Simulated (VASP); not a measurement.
# ScAl (Pm-3m) in VASP: notebook

Runs on ScAl. Level: PBEsol. Tasks: relaxation of cell and atoms.

Program: VASP 6.6.1. These are calculated values, not measurements. Logs are shortened: lines on timing, memory, paths and dates and some standing lists are left out, and cuts for length are marked.

## 1. The cell of the first run

It takes space group Pm-3m (No. 221, cubic). Conventional cell: a = 3.346 Å, b = 3.346 Å, c = 3.346 Å, α = 90.00°, β = 90.00°, γ = 90.00°. Within 3.8 Å of Sc (site symmetry m-3m) lie 8 Al at 2.90 Å and 6 Sc at 3.35 Å. Within 3.8 Å of Al (site symmetry m-3m) lie 8 Sc at 2.90 Å and 6 Al at 3.35 Å.

## 2. Relaxation of cell and atoms, PBEsol, target pressure 15 GPa, at which the enthalpy is minimised

INCAR reads:

```
PREC     = Accurate       # precision mode
ENCUT    = 600            # plane-wave cutoff, eV
EDIFF    = 1E-6           # SCF threshold, eV
ISMEAR   = -1             # smearing method
SIGMA    = 0.1            # smearing width, eV
LREAL    = False          # projectors in reciprocal space
LASPH    = True           # aspherical terms in the spheres
NELM     = 100            # most SCF steps
ALGO     = Normal         # electronic algorithm
ISIF     = 3              # what is computed and relaxed
LWAVE    = False          # write WAVECAR
LCHARG   = False          # write CHGCAR
GGA      = PS             # functional
IBRION   = 2              # ionic algorithm
NSW      = 100            # ionic steps
EDIFFG   = -0.002         # ionic threshold
PSTRESS  = 150.0
```

KPOINTS reads:

```
Automatic mesh
0
Gamma
  14 14 14
```

POSCAR reads:

```
ScAl
1.0
    3.3464246974      0.0000000000      0.0000000000
    0.0000000000      3.3464246974      0.0000000000
    0.0000000000      0.0000000000      3.3464246974
Sc Al
1 1
Direct
    0.5000000000      0.5000000000      0.5000000000
    0.0000000000      0.0000000000      0.0000000000
```

Potentials or basis: VASP PAW PBE potentials, release 64 (Sc_sv, Al).

Run with:

```sh
> cat potpaw_PBE.64/Sc_sv/POTCAR potpaw_PBE.64/Al/POTCAR > POTCAR
> mpirun -np 1 vasp_std > vasp.out
```

OUTCAR:

```text
PREC = Accurate
   ENCUT = 600
   EDIFF = 1E-6
   ISMEAR = -1
   LREAL = False
   LASPH = True
   NELM = 100
   ISIF = 3
   GGA = PS
   IBRION = 2
   NSW = 100
   EDIFFG = -0.002
   PSTRESS = 150.0

 ion  position               nearest neighbor table
   1  0.500  0.500  0.500-   2 2.90   2 2.90   2 2.90   2 2.90   2 2.90   2 2.90   2 2.90   2 2.90

   2  0.000  0.000  0.000-   1 2.90   1 2.90   1 2.90   1 2.90   1 2.90   1 2.90   1 2.90   1 2.90

  LATTYP: Found a simple cubic cell.
 ALAT       =     3.3464246974

  Lattice vectors:

 A1 = (   3.3464246974,   0.0000000000,   0.0000000000)
 A2 = (   0.0000000000,   3.3464246974,   0.0000000000)
 A3 = (   0.0000000000,   0.0000000000,   3.3464246974)

Analysis of symmetry for initial positions (statically):
=====================================================================
 Subroutine PRICEL returns:
 Original cell was already a primitive cell.

 Routine SETGRP: Setting up the symmetry group for a
 simple cubic supercell.

 Subroutine GETGRP returns: Found 48 space group operations
 (whereof 48 operations were pure point group operations)
 out of a pool of 48 trial point group operations.

The static configuration has the point symmetry O_h .

Analysis of symmetry for dynamics (positions and initial velocities):
=====================================================================
 Subroutine PRICEL returns:
 Original cell was already a primitive cell.

 Routine SETGRP: Setting up the symmetry group for a
 simple cubic supercell.

 Subroutine GETGRP returns: Found 48 space group operations
 (whereof 48 operations were pure point group operations)
 out of a pool of 48 trial point group operations.

The dynamic configuration has the point symmetry O_h .

 Subroutine INISYM returns: Found 48 space group operations
 (whereof 48 operations are pure point group operations),
 and found     1 'primitive' translations

----------------------------------------------------------------------------------------

                                     Primitive cell

  volume of cell :      37.4751

  direct lattice vectors                    reciprocal lattice vectors
     3.346424697  0.000000000  0.000000000     0.298826386  0.000000000  0.000000000
     0.000000000  3.346424697  0.000000000     0.000000000  0.298826386  0.000000000
     0.000000000  0.000000000  3.346424697     0.000000000  0.000000000  0.298826386

  length of vectors
     3.346424697  3.346424697  3.346424697     0.298826386  0.298826386  0.298826386

  position of ions in fractional coordinates (direct lattice)
     0.500000000  0.500000000  0.500000000
     0.000000000  0.000000000  0.000000000

  ion indices of the primitive-cell ions
   primitive index   ion index
                 1           1
                 2           2

----------------------------------------------------------------------------------------

 KPOINTS: Automatic mesh

Automatic generation of k-mesh.
 Grid dimensions read from file:
 generate k-points for:   14   14   14

 Generating k-lattice:

  Cartesian coordinates                     Fractional coordinates (reciprocal lattice)
     0.021344742  0.000000000  0.000000000     0.071428571  0.000000000  0.000000000
     0.000000000  0.021344742  0.000000000     0.000000000  0.071428571  0.000000000
     0.000000000  0.000000000  0.021344742     0.000000000  0.000000000  0.071428571

  Length of vectors
     0.021344742  0.021344742  0.021344742

  Shift w.r.t. Gamma in fractional coordinates (k-lattice)
     0.000000000  0.000000000  0.000000000

 Subroutine IBZKPT returns following result:
 ===========================================

 Found    120 irreducible k-points:

 Following reciprocal coordinates:
            Coordinates               Weight
  0.000000  0.000000  0.000000      1.000000
  0.071429  0.000000  0.000000      6.000000
  0.142857  0.000000  0.000000      6.000000
  0.214286  0.000000  0.000000      6.000000
  0.285714  0.000000  0.000000      6.000000
  0.357143  0.000000  0.000000      6.000000
[... 16 lines left out ...]
  0.285714  0.214286  0.000000     24.000000
  0.357143  0.214286  0.000000     24.000000
 [... further k-points ...]
   k-points           NKPTS =    120   k-points in BZ     NKDIM =    120   number of bands    NBANDS=     11
   number of dos      NEDOS =    301   number of ions     NIONS =      2
   total plane-waves  NPLWV =  21952
   dimension x,y,z NGX =    28 NGY =   28 NGZ =   28
   dimension x,y,z NGXF=    56 NGYF=   56 NGZF=   56
   ions per type =               1   1
   NGX,Y,Z   is equivalent  to a cutoff of  13.91, 13.91, 13.91 a.u.
   NGXF,Y,Z  is equivalent  to a cutoff of  27.82, 27.82, 27.82 a.u.
 SYSTEM =  unknown system
   PREC   = accura    normal or accurate (medium, high low for compatibility)
   ISTART =      0    job   : 0-new  1-cont  2-samecut
   ICHARG =      2    charge: 1-file 2-atom 10-const
   ISPIN  =      1    spin polarized calculation?
   LNONCOLLINEAR =      F non collinear calculations
   LSORBIT =      F    spin-orbit coupling
   LASPH  =      T    aspherical Exc in radial PAW
   ENCUT  =  600.0 eV  44.10 Ry    6.64 a.u.   6.68  6.68  6.68*2*pi/ulx,y,z
   NELM   =    100;   NELMIN=  2; NELMDL= -5     # of ELM steps
   EDIFF  = 0.1E-05   stopping-criterion for ELM
   LREAL  =      F    real-space projection
   EDIFFG = -.2E-02   stopping-criterion for IOM
   NSW    =    100    number of steps for IOM
   IBRION =      2    ionic relax: 0-MD 1-quasi-New 2-CG
   NFREE  =      1    steps in history (QN), initial steepest desc. (CG)
   ISIF   =      3    stress and relaxation
   ISYM   =      2    0-nonsym 1-usesym 2-fastsym
   POTIM  = 0.5000    time-step for ionic-motion
   TEBEG  =    0.0;   TEEND  =   0.0 temperature during run
   PSTRESS=  150.0 pullay stress
   NELECT =      14.0000    total number of electrons
   NUPDOWN=      -1.0000    fix difference up-down
   EMIN   =  10.00;   EMAX   =-10.00  energy-range for DOS
   EFERMI =   0.00;   METHOD = LEGACY
   ISMEAR =    -1;   SIGMA  =   0.10  broadening in eV -4-tet -1-fermi 0-gaus
   EFERMI_NEDOS =   21; number of points for ismear=-14 and -15
   IALGO  =     38    algorithm
   IMIX   =      4    mixing-type and parameters
     AMIX     =   0.40;   BMIX     =  1.00
     AMIX_MAG =   1.60;   BMIX_MAG =  1.00
  volume/ion in A,a.u.               =      18.74       126.45
  Fermi-wavevector in a.u.,A,eV,Ry     =   1.179061  2.228103 18.914629  1.390186
  Thomas-Fermi vector in A             =   2.315379
   LORBIT       =      0    0 simple, 1 ext, 2 COOP (PROOUT), +10 PAW based schemes
   GGA     = PS    functional components
   LHFCALC =     F    Hartree Fock is set to
   AEXX    =    0.0000 exact exchange contribution
   IVDW    =     0    specifies the selected vdW correction
   LEPSILON=     F    determine dielectric tensor
   LRPA    =     F    only Hartree local field effects (RPA)
 conjugate gradient relaxation of ions
 non-spin polarized calculation
  energy-cutoff  :      600.00
  volume of cell :       37.48
 maximum number of plane-waves:      1273
 NGX is ok and might be reduce to    28
   NGX = 13   NGY = 13   NGZ = 13

--------------------------------------- Ionic step        1  -------------------------------------------

 number of electron      14.0000002 magnetization

 Free energy of the ion-electron system (eV)
  ---------------------------------------------------
  ext. energy  EPLUGINS =         0.00000000
  ---------------------------------------------------
  free energy    TOTEN  =       -11.63749728 eV

  energy without entropy =      -11.60822497  energy(sigma->0) =      -11.62286113

------------------------ aborting loop because EDIFF is reached ----------------------------------------

  FORCE on cell =-STRESS in cart. coord.  units (eV):
  Direction    XX          YY          ZZ          XY          YZ          ZX
  --------------------------------------------------------------------------------------
  -------------------------------------------------------------------------------------
  Total        0.0274757      0.0274757      0.0274757      0.0000000     -0.0000000      0.0000000
  in kB        1.1746700      1.1746700      1.1746700      0.0000000     -0.0000000      0.0000000
  external PRESSURE =    -148.8253300 kB  Pullay stress =     150.0000000 kB
[... 137 lines left out ...]
  enthalpy is  TOTEN    =        -8.3788238003 eV   P V=        3.0537046799

--------------------------------------- Ionic step        5  -------------------------------------------

 number of electron      14.0000000 magnetization

 Free energy of the ion-electron system (eV)
  ---------------------------------------------------
  ext. energy  EPLUGINS =         0.00000000
  ---------------------------------------------------
  free energy    TOTEN  =       -11.43350105 eV

  energy without entropy =      -11.41047790  energy(sigma->0) =      -11.42198947

 E-fermi :   7.2575     XC(G=0): -11.0730

 val. band max:        7.2418110343   @ k =   0.4286   0.4286   0.1429
 cond. band min:       7.2673344831   @ k =   0.5000   0.3571   0.0000
 fundamental gap:      0.0255234487
 Fermi energy:         7.2575480104

 k-point     1 :       0.0000    0.0000    0.0000
  band No.  band energies     occupation
      1     -41.4820      2.00000
      2     -20.1497      2.00000
      3     -20.1497      2.00000
      4     -20.1497      2.00000
      5      -1.7756      2.00000
      6       6.3057      1.99985
      7       6.3057      1.99985
      8      10.4885      0.00000
      9      10.4885      0.00000
     10      10.4885      0.00000
     11      11.7885      0.00000
[... 309 lines left out ...]
 k-point    24 :       0.3571    0.2143    0.0000
  band No.  band energies     occupation
      1     -41.4453      2.00000
      2     -20.3975      2.00000
      3     -20.2465      2.00000
      4     -20.1140      2.00000
      5       0.7439      2.00000
      6       4.3722      2.00000
      7       6.5218      1.99873
      8       7.9907      0.00131
      9       8.6855      0.00000
     10       9.8517      0.00000
     11      11.5764      0.00000

 [... further k-points ...]

------------------------ aborting loop because EDIFF is reached ----------------------------------------

  FORCE on cell =-STRESS in cart. coord.  units (eV):
  Direction    XX          YY          ZZ          XY          YZ          ZX
  --------------------------------------------------------------------------------------
  -------------------------------------------------------------------------------------
  Total        3.0537627      3.0537627      3.0537627      0.0000000     -0.0000000      0.0000000
  in kB      149.9551050    149.9551050    149.9551050      0.0000000     -0.0000000      0.0000000
  external PRESSURE =      -0.0448950 kB  Pullay stress =     150.0000000 kB
[... 17 lines left out ...]
  FREE ENERGIE OF THE ION-ELECTRON SYSTEM (eV)
  ---------------------------------------------------
  free  energy   TOTEN  =       -11.4335010481 eV

  energy  without entropy=      -11.4104779005  energy(sigma->0) =      -11.42198947

  enthalpy is  TOTEN    =        -8.3788240883 eV   P V=        3.0546769598

 reached required accuracy - stopping structural energy minimisation
```

Wall time 66 s (1 thread of Intel Xeon 6975P-C (Granite Rapids), shared host); peak memory 0.21 GiB.

Results:

```
Free energy                                                : -11.4335 eV
Relaxed volume                                             : 16.31 Å³/atom
Relaxed cell                                               : a = 3.195 Å, b = 3.195 Å, c = 3.195 Å, α = 90.00°, β = 90.00°, γ = 90.00°
Space group after relaxing (to 0.1 Å)                      : Pm-3m (No. 221)
Energy change on relaxing (the run minimises the enthalpy) : +102.0 meV/atom
Ionic steps                                                : 5
Pressure after relaxing                                    : 15.0 GPa
Band gap on the k mesh                                     : zero (bands 7 and 8 overlap by 1.18 eV)
```

Step by step:
| step | energy change (eV) | largest force (eV/Å) | pressure (GPa) | volume (Å³) |
| --- | --- | --- | --- | --- |
| 1 | 0.0000 | 0.0000 | 0.12 | 37.48 |
| 2 | 0.7887 | 0.0000 | 35.86 | 28.81 |
| 3 | 0.1966 | 0.0000 | 14.65 | 32.71 |
| 4 | 0.2050 | 0.0000 | 15.02 | 32.62 |
| 5 | 0.2040 | 0.0000 | 15.00 | 32.63 |

Final structure:
```xyz
2
Lattice="3.1954 0.0000 0.0000 0.0000 3.1954 0.0000 0.0000 0.0000 3.1954" Properties=species:S:1:pos:R:3 pbc="T T T"
Sc    1.5977    1.5977    1.5977
Al    3.1954    0.0000    0.0000
```

Caveat: the cell is relaxed towards a set pressure, so the run minimises the enthalpy, not the energy; the PAW data sets were made with another functional, which shifts forces and pressure a little.

## 3. Relaxation of cell and atoms, PBEsol

This run uses another cell than the first one, of 19.14 Å³/atom.

INCAR reads:

```
PREC = Accurate ; ENCUT = 600
EDIFF = 1E-6 ; ISMEAR = -1
SIGMA = 0.1 ; LREAL = F
LASPH = T ; NELM = 100
ALGO = Normal ; ISIF = 3
LWAVE = F ; LCHARG = F
GGA = PS ; IBRION = 2
NSW = 100 ; EDIFFG = -0.002
```

KPOINTS is that of step 2.

POSCAR reads:

```
ScAl
1.0
    3.3703489700      0.0000000000      0.0000000000
    0.0000000000      3.3703489700      0.0000000000
    0.0000000000      0.0000000000      3.3703489700
Sc Al
1 1
Direct
    0.5000000000      0.5000000000      0.5000000000
    0.0000000000      0.0000000000      0.0000000000
```

Potentials or basis: VASP PAW PBE potentials, release 64 (Sc_sv, Al).

Run with:

```sh
> cat potpaw_PBE.64/Sc_sv/POTCAR potpaw_PBE.64/Al/POTCAR > POTCAR
> mpirun -np 1 vasp_std > vasp.out
```

It took 42 s on 1 thread of Intel Xeon 6975P-C (Granite Rapids), shared host; peak memory 0.22 GiB.

It converged, with:

```yaml
Free_energy: -11.6376 eV
Relaxed_volume: 18.76 Å³/atom
Relaxed_cell: a = 3.348 Å, b = 3.348 Å, c = 3.348 Å, α = 90.00°, β = 90.00°, γ = 90.00°
Space_group_after_relaxing_to_0.1_Å: Pm-3m (No. 221)
Energy_gained_by_relaxing: 1.9 meV/atom
Ionic_steps: 3
Pressure_after_relaxing: 0.0 GPa
Band_gap_on_the_k_mesh: zero (bands 7 and 8 overlap by 1.17 eV)
```

Step by step:
```csv
step,energy change (eV),largest force (eV/Å),pressure (GPa),volume (Å³)
1,0.0000,0.0000,-1.55,38.28
2,-0.0033,0.0000,0.57,37.27
3,-0.0037,0.0000,0.00,37.53
```

Final structure:
```
Sc Al
1.0
     3.34803    0.00000    0.00000
     0.00000    3.34803    0.00000
     0.00000    0.00000    3.34803
Sc Al
1 1
Direct
  0.50000 0.50000 0.50000
  0.00000 0.00000 0.00000
```

Levels at points of the mesh, in eV from the Fermi level:
```csv
k point,band 5,band 6,band 7,band 8,band 9,band 10
"(0.00, 0.00, 0.00)",-8.53,-0.70,-0.70,2.77,2.77,2.77
"(0.50, 0.00, 0.00)",-5.68,-4.60,0.26,0.80,0.80,3.01
"(0.50, 0.50, 0.00)",-4.75,-1.85,-1.85,-0.85,1.56,1.56
"(0.50, 0.50, 0.50)",-2.60,-2.60,-2.60,-0.35,2.96,2.96
```

Caveat: the PAW data sets were made with another functional, which shifts forces and pressure a little.

The gap in the log of VASP goes by the Fermi energy; the results here count the filled bands.